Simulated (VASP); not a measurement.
# TaSb (P4/mmm) in VASP: notebook

TaSb is run at these levels: PBE; tasks: relaxation of cell and atoms, single point.

All numbers are computed with VASP 6.6.1; they aren't measurements. Logs are shortened: lines on timing, memory, paths and dates and some standing lists are left out, and cuts for length are marked.

**1. The cell of the first run**

It takes space group P4/mmm (No. 123, tetragonal). The conventional cell has a = 2.943 Å, b = 2.943 Å, c = 5.611 Å, α = 90.00°, β = 90.00°, γ = 90.00°. Within 3.7 Å of Ta (site symmetry 4/mmm) lie 2 Sb at 2.81 Å and 4 Ta at 2.94 Å. Sb (site symmetry 4/mmm) has 2 Ta at 2.81 Å and 4 Sb at 2.94 Å within 3.7 Å.

**2. Relaxation of cell and atoms, PBE**

File INCAR:

```
  PREC = Accurate
  ENCUT = 600
  EDIFF = 1E-7
  ISMEAR = -1
  SIGMA = 0.15
  LREAL = False
  LASPH = True
  NELM = 100
  ALGO = Normal
  ISIF = 3
  LWAVE = False
  LCHARG = False
  GGA = PE
  IBRION = 2
  NSW = 80
  EDIFFG = -0.001
```

File KPOINTS:

```
regular mesh
0
Gamma
  14 14 8
```

File POSCAR:

```
TaSb
1.0
    2.9425994359      0.0000000000      0.0000000000
    0.0000000000      2.9425994359      0.0000000000
    0.0000000000      0.0000000000      5.6114997974
Ta Sb
1 1
Direct
    0.0000000000      0.0000000000      0.5000000000
    0.0000000000      0.0000000000      0.0000000000
```

Potentials or basis: VASP PAW PBE potentials, release 64 (Ta_pv, Sb).

On the command line:

```
> cat potpaw_PBE.64/Ta_pv/POTCAR potpaw_PBE.64/Sb/POTCAR > POTCAR
> mpirun -np 1 vasp_std > vasp.out
```

OUTCAR:

```text
PREC = Accurate
   ENCUT = 600
   EDIFF = 1E-7
   ISMEAR = -1
   LREAL = False
   LASPH = True
   NELM = 100
   ISIF = 3
   GGA = PE
   IBRION = 2
   NSW = 80
   EDIFFG = -0.001

 ion  position               nearest neighbor table
   1  0.000  0.000  0.500-   2 2.81   2 2.81
   2  0.000  0.000  0.000-   1 2.81   1 2.81

  LATTYP: Found a simple tetragonal cell.
 ALAT       =     2.9425994359
 C/A-ratio  =     1.9069873150

  Lattice vectors:

 A1 = (   2.9425994359,   0.0000000000,   0.0000000000)
 A2 = (   0.0000000000,   2.9425994359,   0.0000000000)
 A3 = (   0.0000000000,   0.0000000000,   5.6114997974)

Analysis of symmetry for initial positions (statically):
=====================================================================
 Subroutine PRICEL returns:
 Original cell was already a primitive cell.

 Routine SETGRP: Setting up the symmetry group for a
 simple tetragonal supercell.

 Subroutine GETGRP returns: Found 16 space group operations
 (whereof 16 operations were pure point group operations)
 out of a pool of 16 trial point group operations.

The static configuration has the point symmetry D_4h.

Analysis of symmetry for dynamics (positions and initial velocities):
=====================================================================
 Subroutine PRICEL returns:
 Original cell was already a primitive cell.

 Routine SETGRP: Setting up the symmetry group for a
 simple tetragonal supercell.

 Subroutine GETGRP returns: Found 16 space group operations
 (whereof 16 operations were pure point group operations)
 out of a pool of 16 trial point group operations.

The dynamic configuration has the point symmetry D_4h.

 Subroutine INISYM returns: Found 16 space group operations
 (whereof 16 operations are pure point group operations),
 and found     1 'primitive' translations

----------------------------------------------------------------------------------------

                                     Primitive cell

  volume of cell :      48.5894

  direct lattice vectors                    reciprocal lattice vectors
     2.942599436  0.000000000  0.000000000     0.339835585  0.000000000  0.000000000
     0.000000000  2.942599436  0.000000000     0.000000000  0.339835585  0.000000000
     0.000000000  0.000000000  5.611499797     0.000000000  0.000000000  0.178205477

  length of vectors
     2.942599436  2.942599436  5.611499797     0.339835585  0.339835585  0.178205477

  position of ions in fractional coordinates (direct lattice)
     0.000000000  0.000000000  0.500000000
[... 95 lines left out ...]
   IALGO  =     38    algorithm
   IMIX   =      4    mixing-type and parameters
     AMIX     =   0.40;   BMIX     =  1.00
     AMIX_MAG =   1.60;   BMIX_MAG =  1.00
  volume/ion in A,a.u.               =      24.29       163.95
  Fermi-wavevector in a.u.,A,eV,Ry     =   1.130493  2.136321 17.388431  1.278014
  Thomas-Fermi vector in A             =   2.267189
   LORBIT       =      0    0 simple, 1 ext, 2 COOP (PROOUT), +10 PAW based schemes
   GGA     = PE    functional components
   LHFCALC =     F    Hartree Fock is set to
   AEXX    =    0.0000 exact exchange contribution
   IVDW    =     0    specifies the selected vdW correction
   LEPSILON=     F    determine dielectric tensor
   LRPA    =     F    only Hartree local field effects (RPA)
 conjugate gradient relaxation of ions
 non-spin polarized calculation
  energy-cutoff  :      600.00
  volume of cell :       48.59
 maximum number of plane-waves:      1664
 NGX is ok and might be reduce to    24
   NGX = 11   NGY = 11   NGZ = 23

--------------------------------------- Ionic step        1  -------------------------------------------

 number of electron      16.0000002 magnetization

 Free energy of the ion-electron system (eV)
  ---------------------------------------------------
  ext. energy  EPLUGINS =         0.00000000
  ---------------------------------------------------
  free energy    TOTEN  =       -14.26469623 eV

  energy without entropy =      -14.11346453  energy(sigma->0) =      -14.18908038

------------------------ aborting loop because EDIFF is reached ----------------------------------------

  FORCE on cell =-STRESS in cart. coord.  units (eV):
  Direction    XX          YY          ZZ          XY          YZ          ZX
  --------------------------------------------------------------------------------------
  -------------------------------------------------------------------------------------
  Total       -0.0830429     -0.0830429      0.3471888      0.0000000      0.0000000     -0.0000000
  in kB       -2.7382416     -2.7382416     11.4481445      0.0000000      0.0000000     -0.0000000
  external PRESSURE =       1.9905538 kB  Pullay stress =       0.0000000 kB
[... 239 lines left out ...]
--------------------------------------- Ionic step        8  -------------------------------------------

 number of electron      16.0000002 magnetization

 Free energy of the ion-electron system (eV)
  ---------------------------------------------------
  ext. energy  EPLUGINS =         0.00000000
  ---------------------------------------------------
  free energy    TOTEN  =       -14.26583327 eV

  energy without entropy =      -14.11175210  energy(sigma->0) =      -14.18879269

 E-fermi :   6.7343     XC(G=0): -10.7897

 val. band max:        6.7326981810   @ k =   0.2143   0.2143   0.2500
 cond. band min:       6.7391112129   @ k =   0.2143   0.2143   0.0000
 fundamental gap:      0.0064130318
 Fermi energy:         6.7342740654

 k-point     1 :       0.0000    0.0000    0.0000
  band No.  band energies     occupation
      1     -28.0931      2.00000
      2     -27.5297      2.00000
      3     -27.5297      2.00000
      4      -5.9491      2.00000
      5       2.0165      2.00000
      6       2.3771      2.00000
      7       4.8015      1.99999
      8       7.3342      0.03599
      9       9.3425      0.00000
     10       9.3425      0.00000
     11      11.3506      0.00000
     12      11.5292      0.00000
[... 331 lines left out ...]
 k-point    24 :       0.3571    0.2143    0.0000
  band No.  band energies     occupation
      1     -28.0152      2.00000
      2     -27.9992      2.00000
      3     -27.7224      2.00000
      4      -3.1099      2.00000
      5       3.3381      2.00000
      6       4.2903      2.00000
      7       5.3549      1.99980
      8       6.4738      1.70046
      9       7.0181      0.26193
     10       7.7205      0.00279
     11       8.4860      0.00002
     12       9.3276      0.00000

 [... further k-points ...]
[... 5 lines left out ...]
  --------------------------------------------------------------------------------------
  -------------------------------------------------------------------------------------
  Total       -0.0017943     -0.0017943      0.0012678      0.0000000      0.0000000      0.0000000
  in kB       -0.0591489     -0.0591489      0.0417909      0.0000000      0.0000000      0.0000000
  external PRESSURE =      -0.0255023 kB  Pullay stress =       0.0000000 kB
[... 17 lines left out ...]
  FREE ENERGIE OF THE ION-ELECTRON SYSTEM (eV)
  ---------------------------------------------------
  free  energy   TOTEN  =       -14.2658332745 eV

  energy  without entropy=      -14.1117521006  energy(sigma->0) =      -14.18879269

 reached required accuracy - stopping structural energy minimisation
```

CONTCAR:

```text
TaSb
   1.00000000000000
     2.9351247164131036   -0.0000000000000000   -0.0000000000000000
     0.0000000000000000    2.9351247164131036    0.0000000000000000
     0.0000000000000000    0.0000000000000000    5.6417416965397527
  Ta              Sb
     1     1
Direct
     0.0000000000000000    0.0000000000000000    0.5000000000000000
     0.0000000000000000    0.0000000000000000    0.0000000000000000

  0.00000000E+00  0.00000000E+00  0.00000000E+00
  0.00000000E+00  0.00000000E+00  0.00000000E+00
```

Run time: 3.8 min. Hardware: 1 thread of AMD EPYC 9R45 (Zen 5), shared host; peak memory 0.27 GiB.

What came out:

- Free energy: -14.2658 eV
- Relaxed volume: 24.30 Å³/atom
- Relaxed cell: a = 2.935 Å, b = 2.935 Å, c = 5.642 Å, α = 90.00°, β = 90.00°, γ = 90.00°
- Space group after relaxing (to 0.05 Å): P4/mmm (No. 123)
- Energy gained by relaxing: 0.6 meV/atom
- Ionic steps: 8
- Pressure after relaxing: 0.0 GPa
- Band gap on the k mesh: zero (band 8 reaches 8.87 eV, above the bottom of band 9 at 5.90 eV)

Step by step:
```tsv
step	energy change (eV)	largest force (eV/Å)	pressure (GPa)	volume (Å³)
1	0.0000	0.0000	0.20	48.59
2	-0.0007	0.0000	-0.45	48.80
3	-0.0010	0.0000	-0.22	48.73
4	-0.0011	0.0000	0.14	48.52
5	-0.0011	0.0000	0.01	48.60
6	-0.0011	0.0000	0.01	48.60
7	-0.0011	0.0000	-0.11	48.66
8	-0.0011	0.0000	0.00	48.60
```

Final structure:
```yaml
crystal:
  lattice:
    - [2.93512, 0.00000, 0.00000]
    - [0.00000, 2.93512, 0.00000]
    - [0.00000, 0.00000, 5.64174]
  atoms:
    - { symbol: Ta, position: [0.00000, 0.00000, 0.50000] }
    - { symbol: Sb, position: [0.00000, 0.00000, 0.00000] }
```

Levels at points of the mesh, in eV from the Fermi level:
```csv
k point,band 5,band 6,band 7,band 8,band 9,band 10,band 11,band 12
"(0.00, 0.00, 0.00)",-4.72,-4.36,-1.93,0.60,2.61,2.61,4.62,4.79
"(0.50, 0.00, 0.00)",-5.81,-2.14,-2.13,-1.54,1.82,1.86,1.99,3.10
"(0.50, 0.50, 0.00)",-3.33,-3.33,-2.74,-0.81,-0.81,1.19,3.29,3.32
"(0.00, 0.00, 0.50)",-6.96,-3.21,-1.93,2.08,2.08,3.43,4.62,5.97
"(0.50, 0.00, 0.50)",-6.09,-4.26,-1.71,-0.38,0.05,1.99,2.82,6.42
"(0.50, 0.50, 0.50)",-3.82,-3.82,-2.68,-2.16,0.73,0.73,2.59,3.96
```

Caveat: spin-orbit coupling is left out, which moves the levels of the heavy elements.

**3. Single point, PBE**

File INCAR:

```
SYSTEM = TaSb
ALGO     = Normal         ! electronic algorithm
EDIFF    = 1E-6           ! SCF threshold, eV
ENCUT    = 520            ! plane-wave cutoff, eV
GGA      = PE             ! functional
ISIF     = 2              ! what is computed and relaxed
ISMEAR   = 0              ! smearing method
LASPH    = .TRUE.         ! aspherical terms in the spheres
LCHARG   = .FALSE.        ! write CHGCAR
LREAL    = .FALSE.        ! projectors in reciprocal space
LWAVE    = .FALSE.        ! write WAVECAR
NBANDS   = 15             ! bands
NELM     = 100            ! most SCF steps
PREC     = Accurate       ! precision mode
SIGMA    = 0.1            ! smearing width, eV
```

File KPOINTS:

```
k-points
0
G
  14 14 8
  0 0 0
```

POSCAR is that of step 2.

Potentials or basis: VASP PAW PBE potentials, release 64 (Ta_pv, Sb).

On the command line:

```
> cat potpaw_PBE.64/Ta_pv/POTCAR potpaw_PBE.64/Sb/POTCAR > POTCAR
> mpirun -np 1 vasp_std > vasp.out
```

Wall time 86 s (1 thread of AMD EPYC 7R43 (Zen 3), shared host); peak memory 0.24 GiB.

The run converged. Its results:

```
Free energy            : -14.1917 eV
Pressure               : 0.0 GPa
Band gap on the k mesh : zero (band 8 reaches 8.81 eV, above the bottom of band 9 at 5.89 eV)
```

Levels at points of the mesh, in eV from the Fermi level:
| k point | band 6 | band 7 | band 8 | band 9 | band 10 | band 11 |
| --- | --- | --- | --- | --- | --- | --- |
| (0.00, 0.00, 0.00) | -4.32 | -1.92 | 0.65 | 2.56 | 2.56 | 4.56 |
| (0.50, 0.00, 0.00) | -2.13 | -2.12 | -1.54 | 1.84 | 1.90 | 1.97 |
| (0.50, 0.50, 0.00) | -3.33 | -2.72 | -0.83 | -0.83 | 1.17 | 3.31 |
| (0.00, 0.00, 0.50) | -3.20 | -1.92 | 2.01 | 2.01 | 3.54 | 4.56 |
| (0.50, 0.00, 0.50) | -4.29 | -1.71 | -0.32 | 0.04 | 1.97 | 2.75 |
| (0.50, 0.50, 0.50) | -3.84 | -2.66 | -2.23 | 0.78 | 0.78 | 2.59 |

Caveat: spin-orbit coupling is left out, which moves the levels of the heavy elements.

**4. Relaxation of cell and atoms, PBE**

This run uses another cell than the first one, of 24.20 Å³/atom, 0.996 times its volume.

File INCAR:

```
SYSTEM = TaSb
PREC = Accurate
ENCUT = 600
EDIFF = 1E-6
ISMEAR = 0
SIGMA = 0.1
LREAL = .FALSE.
LASPH = .TRUE.
NELM = 100
ALGO = Normal
ISIF = 3
LWAVE = .FALSE.
LCHARG = .FALSE.
GGA = PE
IBRION = 2
NSW = 100
EDIFFG = -0.005
```

File KPOINTS:

```
regular mesh
0
G
  14 14 8
  0 0 0
```

File POSCAR:

```
TaSb
1.0
    2.9201957712      0.0000000000      0.0000000000
    0.0000000000      2.9201957712      0.0000000000
    0.0000000000      0.0000000000      5.6765568895
Ta Sb
1 1
Direct
    0.0000000000      0.0000000000      0.5000000000
    0.0000000000      0.0000000000      0.0000000000
```

On the command line:

```
> cat potpaw_PBE.64/Ta_pv/POTCAR potpaw_PBE.64/Sb/POTCAR > POTCAR
> mpirun -np 1 vasp_std > vasp.out
```

It took 4.2 min on 1 thread of AMD EPYC 7R43 (Zen 3), shared host; peak memory 0.26 GiB.

The run converged. Its results:

```yaml
Free_energy: -14.1918 eV
Relaxed_volume: 24.30 Å³/atom
Relaxed_cell: a = 2.943 Å, b = 2.943 Å, c = 5.613 Å, α = 90.00°, β = 90.00°, γ = 90.00°
Space_group_after_relaxing_to_0.05_Å: P4/mmm (No. 123)
Energy_gained_by_relaxing: 2.9 meV/atom
Ionic_steps: 5
Pressure_after_relaxing: 0.0 GPa
Band_gap_on_the_k_mesh: zero (band 8 reaches 8.81 eV, above the bottom of band 9 at 5.89 eV)
```

Step by step:
| step | energy change (eV) | largest force (eV/Å) | pressure (GPa) | volume (Å³) |
| --- | --- | --- | --- | --- |
| 1 | 0.0000 | 0.0000 | -0.01 | 48.41 |
| 2 | -0.0053 | 0.0000 | 0.53 | 48.38 |
| 3 | -0.0055 | 0.0000 | 0.42 | 48.39 |
| 4 | -0.0055 | 0.0000 | -0.40 | 48.81 |
| 5 | -0.0058 | 0.0000 | 0.00 | 48.60 |

Final structure:
```
Ta Sb
1.0
     2.94271    0.00000    0.00000
     0.00000    2.94271    0.00000
     0.00000    0.00000    5.61272
Ta Sb
1 1
Direct
  0.00000 0.00000 0.50000
  0.00000 0.00000 0.00000
```

Levels at points of the mesh, in eV from the Fermi level:
| k point | band 4 | band 5 | band 6 | band 7 | band 8 | band 9 | band 10 | band 11 | band 12 |
| --- | --- | --- | --- | --- | --- | --- | --- | --- | --- |
| (0.00, 0.00, 0.00) | -12.66 | -4.68 | -4.32 | -1.92 | 0.65 | 2.56 | 2.56 | 4.56 | 4.73 |
| (0.50, 0.00, 0.00) | -9.62 | -5.79 | -2.13 | -2.12 | -1.54 | 1.84 | 1.90 | 1.97 | 3.05 |
| (0.50, 0.50, 0.00) | -6.37 | -3.33 | -3.33 | -2.72 | -0.83 | -0.83 | 1.17 | 3.31 | 3.35 |
| (0.00, 0.00, 0.50) | -12.31 | -6.96 | -3.19 | -1.92 | 2.01 | 2.01 | 3.53 | 4.56 | 5.96 |
| (0.50, 0.00, 0.50) | -9.15 | -6.08 | -4.29 | -1.71 | -0.32 | 0.04 | 1.97 | 2.75 | 6.42 |
| (0.50, 0.50, 0.50) | -5.62 | -3.84 | -3.84 | -2.65 | -2.23 | 0.77 | 0.77 | 2.59 | 3.92 |

Caveat: spin-orbit coupling is left out, which moves the levels of the heavy elements.

[end of part 1 of 2]
